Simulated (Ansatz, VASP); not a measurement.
**One calculation of CoO, two programs**

```
CELL_PARAMETERS angstrom
3.19765 0.00000 0.00000
-1.59882 2.76924 0.00000
0.00000 0.00000 5.22871
ATOMIC_POSITIONS crystal
Co 0.33333 0.66667 0.50336
Co 0.00000 0.00000 0.00347
O 0.33333 0.66667 0.87156
O 0.00000 0.00000 0.37161
```

Alike in both runs: task single point; functional PBEsol; k mesh 8 × 8 × 5; occupations fermi-dirac, width 0.05 eV; collinear spin; fixed moment 6 μB.

|  | VASP | Ansatz |
| --- | --- | --- |
| version | VASP 6.6.1 | Ansatz 0.2.0 |
| potentials or method | VASP PAW PBE potentials, release 64 (Co, O) | Ansatz PAW |
| plane-wave cutoff (eV) | 520 | 420 |
| valence electrons in the cell | 30 | 46 |

Ansatz gave:

```
pressure (GPa)                                                : -6.3
traceless stress, the component that is largest in VASP (GPa) : 2.07
rms of the force components (eV/Å)                            : 0.134
net moment per atom (μB)                                      : 1.50
size of the moment on the site where the two differ most (μB) : 2.37
```

Q: What did VASP give for the same quantities?

A: Pressure (GPa): -6.4; traceless stress, the component that is largest in VASP (GPa): 2.00; rms of the force components (eV/Å): 0.137; net moment per atom (μB): 1.50; size of the moment on the site where the two differ most (μB): 2.55.

VASP's potentials were made for PBE, not for PBEsol. Site moments also hang on the region over which each program counts them. Atom by atom the forces differ by 0.003 eV/Å (rms over components). VASP's potentials hold 30 valence electrons a cell and Ansatz's 46, so a difference there can come from the potentials and not from the codes.
